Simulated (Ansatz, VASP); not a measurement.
**Zr in VASP and in Ansatz**

The input INCAR:

```
SYSTEM = Zr
  ALGO = Fast
  EDIFF = 1E-6
  ENCUT = 520
  GGA = PE
  ISIF = 2
  ISMEAR = 0
  LASPH = .True.
  LCHARG = .False.
  LREAL = .False.
  LWAVE = .False.
  NBANDS = 19
  NELM = 100
  PREC = Accurate
  SIGMA = 0.026000000000000002
```

File KPOINTS:

```
k-points
0
Gamma
  9 9 5
  0 0 0
```

File POSCAR:

```
Zr
1.0
    3.2320000000      0.0000000000      0.0000000000
   -1.6160000000      2.7989941050      0.0000000000
    0.0000000000      0.0000000000      5.1470000000
Zr
2
Direct
    0.6666666667      0.3333333333      0.7500000000
    0.3333333333      0.6666666667      0.2500000000
```

The input input.yaml:

```yaml
crystal:
  lattice:
    - [3.232, 0.0, 0.0]
    - [-1.616, 2.798994105, 0.0]
    - [0.0, 0.0, 5.147]
  atoms:
    - { symbol: Zr, position: [0.6666666667, 0.3333333333, 0.75] }
    - { symbol: Zr, position: [0.3333333333, 0.6666666667, 0.25] }
kpoints:
  mp_grid: { grid: [9, 9, 5] }
scf:
  occupations: { method: gaussian, width: 0.026 }
hamiltonian:
  xc: pbe
  pseudopotentials: { kind: all_electron, lapw: { basis_error: 0.001 } }
output:
  forces: true
  stress: true
  eigenvalues: true
```

Alike in both runs: task single point; functional PBE; k mesh 9 × 9 × 5; occupations gaussian, width 0.026 eV; no spin polarisation.

|  | VASP | Ansatz |
| --- | --- | --- |
| version | VASP 6.6.1 | Ansatz 0.2.0 |
| potentials or method | VASP PAW PBE potentials, release 64 (Zr_sv), cutoff 520 eV | all-electron LAPW, scalar-relativistic |

```csv
,VASP,Ansatz,Ansatz less VASP
gap on the k mesh at the Fermi level (eV),none,none,-
pressure (GPa),0.6,0.6,+0.01
"traceless stress, the component that is largest in VASP (GPa)",0.72,0.72,0.000
```

A gap of «none» marks a metal or a gap that the smearing closes. Ansatz ran all-electron here, and VASP with PAW potentials.
